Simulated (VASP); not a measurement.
AlN, 4 atoms in the cell. The typed cell holds 4 atoms: a = 3.113 Å, b = 3.113 Å, c = 5.393 Å, α = 73.22°, β = 73.22°, γ = 60.00°.  This cell differs from its parent crystal: mode 4 frozen in at -0.102 Å and mode 10 at -0.030 Å (largest displacements).

```yaml
Program: VASP 6.6.1
Task: single point
Functional: PBE
Potentials_or_basis: VASP PAW PBE potentials, release 64 (Al, N)
Cutoff: 520 eV
k_mesh: 6 × 6 × 6
Occupations: gaussian, width 0.05 eV
Spin: no spin polarisation
Dipole_correction: no
Further_INCAR_settings: ALGO = Normal; EDIFF = 1e-06; NBANDS = 16
```

Potentials or basis: VASP PAW PBE potentials, release 64 (Al, N).

Launch:

```bash
$ cat potpaw_PBE.64/Al/POTCAR potpaw_PBE.64/N/POTCAR > POTCAR
$ mpirun -np 1 vasp_std > vasp.out
```

Hardware: 1 thread of Intel(R) Xeon(R) Platinum 8259CL CPU @ 2.50GHz (Skylake/Cascade Lake), on a shared host.

Task: How long does it take, and how much memory?

Result: Run time: 70 s on 1 thread of Intel(R) Xeon(R) Platinum 8259CL CPU @ 2.50GHz (Skylake/Cascade Lake), with other jobs on the host, peak memory 0.19 GiB. Counts: scf iterations 13, k points 112.
